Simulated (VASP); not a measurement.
Write the native input for VASP 6.6.1 that does the following.

```yaml
Task: single point
Functional: PBE
Potentials_or_basis: VASP PAW PBE potentials, release 64 (Li_sv, Sb)
Cutoff: 520 eV
k_mesh: 4 × 4 × 4
Occupations: gaussian, width 0.1229 eV
Spin: no spin polarisation
Dipole_correction: no
Further_INCAR_settings: ALGO = Normal; EDIFF = 1e-06; NBANDS = 22
```

The structure of LiSb2 lies in POSCAR:

```
LiSb2
1.0
    0.0000000000      2.8951965861      4.9532985235
    0.0000000000     -2.8951965861      4.9532985235
    5.1805571841      2.8951965861      0.0000000000
Li Sb
2 4
Direct
    0.0000000000      0.0000000000      0.0000000000
    0.2500000000      0.2500000000      0.5000000000
    0.6802314159      0.3197685841      0.6395371683
    0.3197685841      0.6802314159      0.3604628317
    0.5697685841      0.9302314159      0.8604628317
    0.9302314159      0.5697685841      0.1395371683
```

One way to write it, as run:

INCAR

```
SYSTEM = LiSb2
PREC = Accurate
ENCUT = 520
EDIFF = 1E-6
ISMEAR = 0
SIGMA = 0.1229
LREAL = .FALSE.
LASPH = .TRUE.
NELM = 100
ALGO = Normal
ISIF = 2
LWAVE = .FALSE.
LCHARG = .TRUE.
GGA = PE
LELF = .TRUE.
LVHAR = .TRUE.
NBANDS = 22
```

KPOINTS

```
Automatic mesh
0
G
  4 4 4
  0 0 0
```

Potentials or basis: VASP PAW PBE potentials, release 64 (Li_sv, Sb).

Launch:

```sh
$ cat potpaw_PBE.64/Li_sv/POTCAR potpaw_PBE.64/Sb/POTCAR > POTCAR
$ mpirun -np 1 vasp_std > vasp.out
```

It gave:

* Band gap on the k mesh: zero (band 13 reaches 7.08 eV, above the bottom of band 14 at 5.01 eV)

Caveat: spin-orbit coupling is left out, which moves the levels of the heavy elements.

Run time: 77 s on 1 thread of AMD EPYC 7R43 64-Core Processor (Zen 3), on a shared host, peak memory 0.28 GiB.
